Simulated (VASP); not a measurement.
# WS2 in VASP: further runs

WS2 is run at these levels: LDA, PBEsol, PBE, RPBE, revPBE; tasks: single point.

Everything below comes from runs of VASP 6.6.1. Logs are shortened: lines on timing, memory, paths and dates and some standing lists are left out, and cuts for length are marked.

### Step 1. The cell of the first run

The cell holds a slab with vacuum, 3 atoms: a = 3.126 Å, b = 3.126 Å, c = 16.953 Å, α = 90.00°, β = 90.00°, γ = 120.00°.

### Step 2. Single point, LDA

INCAR

```
ALGO = Normal
EDIFF = 1E-7
ENCUT = 520
GGA = CA
ISIF = 2
ISMEAR = -1
LASPH = T
LCHARG = F
LREAL = F
LWAVE = F
NBANDS = 20
NELM = 100
PREC = Accurate
SIGMA = 0.05
```

KPOINTS

```
k-points
0
Gamma
  10 10 2
```

POSCAR

```
WS2
1.0
    3.1255080271      0.0000000000      0.0000000000
   -1.5627540136      2.7067693512      0.0000000000
    0.0000000000      0.0000000000     16.9531149545
W S
1 2
Direct
    0.0000000000      0.0000000000      0.0000000000
    0.3333333333      0.6666666667      0.0920502157
    0.3333333333      0.6666666667      0.9079497843
```

Potentials or basis: VASP PAW LDA potentials, release 64 (W_sv, S).

The run is started by

```bash
$ cat potpaw_LDA.64/W_sv/POTCAR potpaw_LDA.64/S/POTCAR > POTCAR
$ mpirun -np 1 vasp_std > vasp.out
```

OUTCAR:

```text
EDIFF = 1E-7
   ENCUT = 520
   GGA = CA
   ISIF = 2
   ISMEAR = -1
   LASPH = T
   LREAL = F
   NELM = 100
   PREC = Accurate

 ion  position               nearest neighbor table
   1  0.000  0.000  0.000-   2 2.39   3 2.39   2 2.39   3 2.39   2 2.39   3 2.39
   2  0.333  0.667  0.092-   1 2.39   1 2.39   1 2.39
   3  0.333  0.667  0.908-   1 2.39   1 2.39   1 2.39

  LATTYP: Found a hexagonal cell.
 ALAT       =     3.1255080271
 C/A-ratio  =     5.4241149943

  Lattice vectors:

 A1 = (   3.1255080271,   0.0000000000,   0.0000000000)
 A2 = (  -1.5627540136,   2.7067693512,   0.0000000000)
 A3 = (   0.0000000000,   0.0000000000,  16.9531149545)

Analysis of symmetry for initial positions (statically):
=====================================================================
 Subroutine PRICEL returns:
 Original cell was already a primitive cell.

 Routine SETGRP: Setting up the symmetry group for a
 hexagonal supercell.

 Subroutine GETGRP returns: Found 12 space group operations
 (whereof 12 operations were pure point group operations)
 out of a pool of 24 trial point group operations.

The static configuration has the point symmetry D_3h.

Analysis of symmetry for dynamics (positions and initial velocities):
=====================================================================
 Subroutine PRICEL returns:
 Original cell was already a primitive cell.

 Routine SETGRP: Setting up the symmetry group for a
 hexagonal supercell.

 Subroutine GETGRP returns: Found 12 space group operations
 (whereof 12 operations were pure point group operations)
 out of a pool of 24 trial point group operations.

The dynamic configuration has the point symmetry D_3h.

 Subroutine INISYM returns: Found 12 space group operations
 (whereof 12 operations are pure point group operations),
 and found     1 'primitive' translations

----------------------------------------------------------------------------------------

                                     Primitive cell

  volume of cell :     143.4238

  direct lattice vectors                    reciprocal lattice vectors
     3.125508027  0.000000000  0.000000000     0.319947986  0.184722056  0.000000000
[... 76 lines left out ...]
   NGX,Y,Z   is equivalent  to a cutoff of  12.77, 12.77, 12.36 a.u.
   NGXF,Y,Z  is equivalent  to a cutoff of  25.53, 25.53, 24.71 a.u.
 SYSTEM =  unknown system
   PREC   = accura    normal or accurate (medium, high low for compatibility)
   ISTART =      0    job   : 0-new  1-cont  2-samecut
   ICHARG =      2    charge: 1-file 2-atom 10-const
   ISPIN  =      1    spin polarized calculation?
   LNONCOLLINEAR =      F non collinear calculations
   LSORBIT =      F    spin-orbit coupling
   LASPH  =      T    aspherical Exc in radial PAW
   ENCUT  =  520.0 eV  38.22 Ry    6.18 a.u.   5.81  5.81 31.52*2*pi/ulx,y,z
   NELM   =    100;   NELMIN=  2; NELMDL= -5     # of ELM steps
   EDIFF  = 0.1E-06   stopping-criterion for ELM
   LREAL  =      F    real-space projection
   EDIFFG = 0.1E-05   stopping-criterion for IOM
   NSW    =      0    number of steps for IOM
   IBRION =     -1    ionic relax: 0-MD 1-quasi-New 2-CG
   NFREE  =      0    steps in history (QN), initial steepest desc. (CG)
   ISIF   =      2    stress and relaxation
   ISYM   =      2    0-nonsym 1-usesym 2-fastsym
   POTIM  = 0.5000    time-step for ionic-motion
   TEBEG  =    0.0;   TEEND  =   0.0 temperature during run
   PSTRESS=    0.0 pullay stress
   NELECT =      26.0000    total number of electrons
   NUPDOWN=      -1.0000    fix difference up-down
   EMIN   =  10.00;   EMAX   =-10.00  energy-range for DOS
   EFERMI =   0.00;   METHOD = LEGACY
   ISMEAR =    -1;   SIGMA  =   0.05  broadening in eV -4-tet -1-fermi 0-gaus
   EFERMI_NEDOS =   21; number of points for ismear=-14 and -15
   IALGO  =     38    algorithm
   IMIX   =      4    mixing-type and parameters
     AMIX     =   0.40;   BMIX     =  1.00
     AMIX_MAG =   1.60;   BMIX_MAG =  1.00
  volume/ion in A,a.u.               =      47.81       322.62
  Fermi-wavevector in a.u.,A,eV,Ry     =   0.926529  1.750885 11.679992  0.858455
  Thomas-Fermi vector in A             =   2.052501
   LORBIT       =      0    0 simple, 1 ext, 2 COOP (PROOUT), +10 PAW based schemes
   GGA     = CA    functional components
   LHFCALC =     F    Hartree Fock is set to
   AEXX    =    0.0000 exact exchange contribution
   IVDW    =     0    specifies the selected vdW correction
   LEPSILON=     F    determine dielectric tensor
   LRPA    =     F    only Hartree local field effects (RPA)
 non-spin polarized calculation
  energy-cutoff  :      520.00
  volume of cell :      143.42
 maximum number of plane-waves:      3894
 NGX is ok and might be reduce to    24
   NGX = 11   NGY = 11   NGZ = 63

 number of electron      25.9999997 magnetization

 Free energy of the ion-electron system (eV)
  ---------------------------------------------------
  ext. energy  EPLUGINS =         0.00000000
  ---------------------------------------------------
  free energy    TOTEN  =       -26.15287036 eV

  energy without entropy =      -26.15287036  energy(sigma->0) =      -26.15287036

 E-fermi :  -0.2775     XC(G=0):  -4.7058

 val. band max:       -1.4205040614   @ k =   0.3000   0.3000   0.5000
 cond. band min:       0.8594152556   @ k =   0.2000   0.1000   0.0000
 fundamental gap:      2.2799193170
 Fermi energy:        -0.2775455706

 k-point     1 :       0.0000    0.0000    0.0000
  band No.  band energies     occupation
      1     -74.7051      2.00000
      2     -39.2699      2.00000
      3     -39.0463      2.00000
      4     -39.0463      2.00000
      5     -16.1647      2.00000
      6     -14.4260      2.00000
[... 541 lines left out ...]
     19       7.0081      0.00000
     20       7.0158      0.00000

 [... further k-points ...]
[... 5 lines left out ...]
  --------------------------------------------------------------------------------------
  -------------------------------------------------------------------------------------
  Total        0.1294034      0.1294034      0.1194038     -0.0000000      0.0000000      0.0000000
  in kB        1.4455563      1.4455563      1.3338516     -0.0000000      0.0000000      0.0000000
  external PRESSURE =       1.4083214 kB  Pullay stress =       0.0000000 kB

 VOLUME and BASIS-vectors are now :
 -----------------------------------------------------------------------------
  energy-cutoff  :      520.00
  volume of cell :      143.42
      direct lattice vectors                 reciprocal lattice vectors
     3.125508027  0.000000000  0.000000000     0.319947986  0.184722056  0.000000000
    -1.562754014  2.706769351  0.000000000     0.000000000  0.369444112  0.000000000
     0.000000000  0.000000000 16.953114954     0.000000000  0.000000000  0.058986210

 POSITION                                       TOTAL-FORCE (eV/Angst)
 -----------------------------------------------------------------------------------
      0.00000      0.00000      0.00000         0.000000     -0.000000      0.000000
     -0.00000      1.80451      1.56054        -0.000000      0.000000      0.047377
     -0.00000      1.80451     15.39258         0.000000     -0.000000     -0.047377
 -----------------------------------------------------------------------------------
    total drift:                                0.000000     -0.000000     -0.000000

  FREE ENERGIE OF THE ION-ELECTRON SYSTEM (eV)
  ---------------------------------------------------
  free  energy   TOTEN  =       -26.1528703604 eV

  energy  without entropy=      -26.1528703604  energy(sigma->0) =      -26.15287036
```

OSZICAR:

```text
N       E                     dE             d eps       ncg     rms          rms(c)
DAV:   1     0.181481247660E+03    0.18148E+03   -0.12264E+04  1320   0.112E+03
DAV:   2    -0.134936185948E+02   -0.19497E+03   -0.18879E+03  1460   0.273E+02
DAV:   3    -0.272175539114E+02   -0.13724E+02   -0.13613E+02  1524   0.684E+01
[... 15 lines left out ...]
DAV:  19    -0.261528653721E+02   -0.10275E-04   -0.57378E-07  1240   0.238E-03    0.184E-03
DAV:  20    -0.261528694120E+02   -0.40399E-05   -0.22254E-07  1176   0.140E-03    0.151E-03
DAV:  21    -0.261528701114E+02   -0.69943E-06   -0.24827E-08  1120   0.544E-04    0.638E-04
DAV:  22    -0.261528703364E+02   -0.22498E-06   -0.75699E-09   928   0.340E-04    0.280E-04
DAV:  23    -0.261528703604E+02   -0.24056E-07   -0.78905E-10   836   0.141E-04
   1 F= -.26152870E+02 E0= -.26152870E+02  d E =-.800534E-10
```

stdout:

```text
POSCAR found type information on POSCAR W S
 POSCAR found :  2 types and       3 ions
 scaLAPACK will be used
 LDA part: xc-table for (Slater(with rela. corr.)+CA(PZ))
 , standard interpolation
 POSCAR, INCAR and KPOINTS ok, starting setup
 FFT: planning ... GRIDC
 FFT: planning ... GRID_SOFT
 FFT: planning ... GRID
 WAVECAR not read
 entering main loop
```

It took 97 s on 1 thread of AMD EPYC 7R13 (Zen 3), shared host; peak memory 0.21 GiB.

What came out:

```yaml
Free_energy: -26.1529 eV
Largest_force: 0.047 eV/Å
Band_gap_on_the_k_mesh: 2.28 eV, indirect (least direct gap 2.36 eV)
```

Forces on the atoms (eV/Å):
```
W    0.000  0.000  0.000
S    0.000  0.000  0.047
S    0.000  0.000 -0.047
```

Levels at points of the mesh, in eV from the valence-band top:
| k point | band 11 | band 12 | band 13 | band 14 | band 15 | band 16 |
| --- | --- | --- | --- | --- | --- | --- |
| (0.00, 0.00, 0.00) | -1.40 | -1.40 | 0.00 | 3.21 | 3.21 | 3.41 |
| (0.50, 0.00, 0.00) | -2.01 | -0.96 | -0.77 | 3.23 | 3.64 | 4.27 |
| (0.00, 0.00, 0.50) | -1.40 | -1.40 | 0.00 | 3.21 | 3.21 | 3.41 |
| (0.50, 0.00, 0.50) | -2.01 | -0.96 | -0.77 | 3.23 | 3.64 | 4.27 |

Caveat: spin-orbit coupling is left out, which moves the levels of the heavy elements.

### Step 3. Single point, PBEsol

This run uses another cell than the first one, of 48.43 Å³/atom, 1.013 times its volume.

INCAR

```
SYSTEM = WS2
PREC     = Accurate       ! precision mode
ENCUT    = 520            ! plane-wave cutoff, eV
EDIFF    = 1E-6           ! SCF threshold, eV
ISMEAR   = -1             ! smearing method
SIGMA    = 0.05           ! smearing width, eV
LREAL    = .False.        ! projectors in reciprocal space
LASPH    = .True.         ! aspherical terms in the spheres
NELM     = 80             ! most SCF steps
ALGO     = Normal         ! electronic algorithm
ISIF     = 2              ! what is computed and relaxed
LWAVE    = .False.        ! write WAVECAR
LCHARG   = .True.         ! write CHGCAR
GGA      = PS             ! functional
LELF     = .True.         ! ELF
LVHAR    = .True.       
NBANDS   = 20             ! bands
```

KPOINTS

```
regular mesh
0
Gamma
  10 10 2
  0 0 0
```

POSCAR

```
WS2
1.0
    3.1458030339      0.0000000000      0.0000000000
   -1.5729015169      2.7243453426      0.0000000000
    0.0000000000      0.0000000000     16.9534367507
W S
1 2
Direct
    0.0000000000      0.0000000000      0.0000000000
    0.3333333333      0.6666666667      0.0924219069
    0.3333333333      0.6666666667      0.9075780931
```

Potentials or basis: VASP PAW PBE potentials, release 64 (W_sv, S).

The run is started by

```bash
$ cat potpaw_PBE.64/W_sv/POTCAR potpaw_PBE.64/S/POTCAR > POTCAR
$ mpirun -np 1 vasp_std > vasp.out
```

It took 94 s on 1 thread of AMD EPYC 7R13 (Zen 3), shared host; peak memory 0.25 GiB.

The run converged. Its results:

```
Free energy            : -25.2491 eV
Largest force          : 0.021 eV/Å
Band gap on the k mesh : 2.25 eV, indirect (least direct gap 2.30 eV)
```

Forces on the atoms (eV/Å):
```
W    0.000  0.000  0.000
S    0.000  0.000  0.021
S    0.000  0.000 -0.021
```

Levels at points of the mesh, in eV from the valence-band top:
```
           k point  band 10  band 11  band 12  band 13  band 14  band 15  band 16  band 17
(0.00, 0.00, 0.00)    -2.06    -1.43    -1.43     0.00     3.12     3.12     3.30     3.30
(0.50, 0.00, 0.00)    -3.30    -2.06    -1.05    -0.83     3.14     3.56     4.22     5.00
(0.00, 0.00, 0.50)    -2.06    -1.43    -1.43     0.00     3.12     3.12     3.30     3.30
(0.50, 0.00, 0.50)    -3.30    -2.06    -1.05    -0.83     3.14     3.56     4.22     5.00
```

Caveat: the PAW data sets were made with another functional, which shifts forces and pressure a little; spin-orbit coupling is left out, which moves the levels of the heavy elements.

### Step 4. Single point, PBE

This run uses another cell than the first one, of 49.75 Å³/atom, 1.041 times its volume.

INCAR

```
PREC     = Accurate       # precision mode
ENCUT    = 520            # plane-wave cutoff, eV
EDIFF    = 1E-7           # SCF threshold, eV
ISMEAR   = -1             # smearing method
SIGMA    = 0.05           # smearing width, eV
LREAL    = F              # projectors in reciprocal space
LASPH    = T              # aspherical terms in the spheres
NELM     = 80             # most SCF steps
ALGO     = Normal         # electronic algorithm
ISIF     = 2              # what is computed and relaxed
LWAVE    = F              # write WAVECAR
LCHARG   = F              # write CHGCAR
GGA      = PE             # functional
NBANDS   = 20             # bands
```

KPOINTS

```
regular mesh
0
Gamma
  10 10 2
```

POSCAR

```
WS2
1.0
    3.1885473879      0.0000000000      0.0000000000
   -1.5942736940      2.7613630391      0.0000000000
    0.0000000000      0.0000000000     16.9507684642
W S
1 2
Direct
    0.0000000000      0.0000000000      0.0000000000
    0.3333333333      0.6666666667      0.0926738207
    0.3333333333      0.6666666667      0.9073261793
```

The run is started by

```bash
$ cat potpaw_PBE.64/W_sv/POTCAR potpaw_PBE.64/S/POTCAR > POTCAR
$ mpirun -np 1 vasp_std > vasp.out
```

Run time: 87 s. Hardware: 1 thread of AMD EPYC 7R13 (Zen 3), shared host; peak memory 0.25 GiB.

Results (log left out):

```yaml
Free_energy: -23.6749 eV
Band_gap_on_the_k_mesh: 2.05 eV, indirect (least direct gap 2.15 eV)
```

Levels at points of the mesh, in eV from the valence-band top:
```tsv
k point	band 9	band 10	band 11	band 12	band 13	band 14	band 15	band 16	band 17	band 18
(0.00, 0.00, 0.00)	-2.79	-2.06	-1.58	-1.58	0.00	2.91	2.91	3.06	3.06	4.97
(0.50, 0.00, 0.00)	-4.36	-3.35	-2.09	-1.24	-0.88	2.87	3.32	4.08	4.73	5.14
(0.00, 0.00, 0.50)	-2.79	-2.06	-1.58	-1.58	0.00	2.91	2.91	3.06	3.06	5.02
(0.50, 0.00, 0.50)	-4.36	-3.35	-2.09	-1.24	-0.88	2.87	3.32	4.08	4.73	5.14
```

Caveat: spin-orbit coupling is left out, which moves the levels of the heavy elements.

(Continued in part 2 of 2.)
